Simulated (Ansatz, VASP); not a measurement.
# One calculation of Ba, two programs

Contents of INCAR:

```
PREC = Accurate
ENCUT = 500
EDIFF = 1E-6
ISMEAR = 0
SIGMA = 0.1
LREAL = F
LASPH = T
NELM = 120
ALGO = Normal
ISIF = 2
LWAVE = F
LCHARG = F
GGA = PS
NBANDS = 17
GGA_COMPAT = F
```

KPOINTS

```
regular mesh
0
Gamma
  12 12 12
```

POSCAR

```
Ba
1.0
   -3.8448152776      3.8448152776      2.0320124289
    3.8448152776     -3.8448152776      2.0320124289
    3.8448152776      3.8448152776     -2.0320124289
Ba
2
Direct
    0.7500000000      0.2500000000      0.5000000000
    0.0000000000      0.0000000000      0.0000000000
```

Input for Ansatz:

```yaml
crystal:
  lattice:
    - [-3.8448152776, 3.8448152776, 2.0320124289]
    - [3.8448152776, -3.8448152776, 2.0320124289]
    - [3.8448152776, 3.8448152776, -2.0320124289]
  atoms:
    - { symbol: Ba, position: [0.75, 0.25, 0.5] }
    - { symbol: Ba, position: [0.0, 0.0, 0.0] }
basis:
  ecutwfc: 420
kpoints:
  mp_grid: { grid: [12, 12, 12] }
hamiltonian:
  xc: pbesol
scf:
  occupations: { method: gaussian, width: 0.1 }
output:
  forces: true
  stress: true
  eigenvalues: true
  populations: true
```

Alike in both runs: task single point; functional PBEsol; k mesh 12 × 12 × 12; occupations gaussian, width 0.1 eV; no spin polarisation.

|  | VASP | Ansatz |
| --- | --- | --- |
| version | VASP 6.6.1 | Ansatz 0.2.0 |
| potentials or method | VASP PAW PBE potentials, release 64 (Ba_sv), cutoff 500 eV | scalar-relativistic, plane waves, PAW |
| valence electrons in the cell | 20 | 20 |

```tsv
	VASP	Ansatz	Ansatz less VASP
gap on the k mesh at the Fermi level (eV)	none	none	-
pressure (GPa)	-0.6	-0.7	-0.09
traceless stress, the component that is largest in VASP (GPa)	0.39	0.40	+0.011
```

VASP's potentials were made for PBE, not for PBEsol. A gap of «none» marks a metal or a gap that the smearing closes.

Neither program's run includes spin-orbit coupling.
